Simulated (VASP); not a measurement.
Li: single point with r2SCAN

Li:

```
Li
1.0
     5.05750    0.00000    0.00000
    -2.52875    4.37993    0.00000
     0.00000    0.00000    2.96143
Li
3
Direct
  0.00000 0.00000 0.00000
  0.33333 0.66667 0.50000
  0.66667 0.33333 0.50000
```

This isn't the form of Li at room conditions, which is bcc.

```yaml
Program: VASP 6.6.1
Task: single point
Functional: r2SCAN
Potentials_or_basis: VASP PAW PBE potentials, release 64 (Li_sv)
Cutoff: 520 eV
k_mesh: 8 × 8 × 12
Occupations: fermi-dirac, width 0.1 eV
Spin: no spin polarisation
```

The band gap on the k mesh is zero (an odd number of electrons rules out a gap without spin polarisation).

Levels at points of the mesh, in eV from the Fermi level:
```csv
k point,band 1,band 2,band 3,band 4,band 5,band 6,band 7,band 8
"(0.00, 0.00, 0.00)",-48.34,-48.32,-48.23,-3.74,2.18,2.18,2.24,2.24
"(0.50, 0.00, 0.00)",-48.33,-48.33,-48.23,-2.14,-2.12,0.13,3.12,8.34
"(0.00, 0.00, 0.50)",-48.33,-48.31,-48.22,-0.53,0.12,5.68,5.72,5.73
"(0.50, 0.00, 0.50)",-48.32,-48.32,-48.22,0.64,0.77,2.03,3.07,4.19
```

Run time: 4.5 min on 1 thread of AMD EPYC 9R45 96-Core Processor (Zen 5), with other jobs on the host, peak memory 0.18 GiB.
